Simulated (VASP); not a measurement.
Input of a VASP 6.6.1 run:

File INCAR:

```
SYSTEM = Mg
PREC     = Accurate       ! precision mode
ENCUT    = 520            ! plane-wave cutoff, eV
EDIFF    = 1E-6           ! SCF threshold, eV
ISMEAR   = 0              ! smearing method
SIGMA    = 0.05           ! smearing width, eV
LREAL    = .False.        ! projectors in reciprocal space
LASPH    = .True.         ! aspherical terms in the spheres
NELM     = 80             ! most SCF steps
ALGO     = Fast           ! electronic algorithm
ISIF     = 2              ! what is computed and relaxed
LWAVE    = .False.        ! write WAVECAR
LCHARG   = .True.         ! write CHGCAR
GGA      = PS             ! functional
LELF     = .True.         ! ELF
LVHAR    = .True.       
NBANDS   = 9              ! bands
```

KPOINTS

```
regular mesh
0
Gamma
  7 7 4
  0 0 0
```

The input POSCAR:

```
Mg
1.0
    3.2093000000      0.0000000000      0.0000000000
   -1.6046500000      2.7793353284      0.0000000000
    0.0000000000      0.0000000000      5.2103000000
Mg
2
Direct
    0.6716710000      0.3385810000      0.7543150000
    0.3365900000      0.6809960000      0.2431600000
```

Potentials or basis: VASP PAW PBE potentials, release 64 (Mg).

Launch:

```console
$ cat potpaw_PBE.64/Mg/POTCAR > POTCAR
$ mpirun -np 1 vasp_std > vasp.out
```

(1) Estimate the band gap on the k mesh.

(2) What does it give for the largest force?

Answers

(1) zero (bands 2 and 3 overlap by 2.02 eV).

(2) 0.191 eV/Å.

Caveat: the PAW data sets were made with another functional, which shifts forces and pressure a little.
